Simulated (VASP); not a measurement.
V, 1 atom in the cell. It takes space group Im-3m (No. 229, cubic). Conventional cell: a = 2.933 Å, b = 2.933 Å, c = 2.933 Å, α = 90.00°, β = 90.00°, γ = 90.00°. Within 3.4 Å of V (site symmetry m-3m) lie 14 V at 2.54 to 2.93 Å. 

| Quantity | Value |
| --- | --- |
| Program | VASP 6.6.1 |
| Task | single point |
| Functional | PBEsol |
| Potentials or basis | VASP PAW PBE potentials, release 64 (V_sv) |
| Cutoff | 520 eV |
| k mesh | 12 × 12 × 12 |
| Occupations | fermi-dirac, width 0.05 eV |
| Spin | collinear spin, ferromagnetic start |
| Starting moments | [2.0] μB |
| Dipole correction | no |
| Further INCAR settings | ALGO = Fast; EDIFF = 1e-06; NBANDS = 16 |

Potentials or basis: VASP PAW PBE potentials, release 64 (V_sv).

Launch:

```bash
$ cat potpaw_PBE.64/V_sv/POTCAR > POTCAR
$ mpirun -np 1 vasp_std > vasp.out
```

Hardware: 1 thread of Intel Xeon 8259CL (shared host).

Task: Estimate the wall time of this run.

Result: Wall time 55 s on 1 thread of Intel Xeon 8259CL, with other jobs on the host, peak memory 0.15 GiB. Counts: scf iterations 14, k points 72.
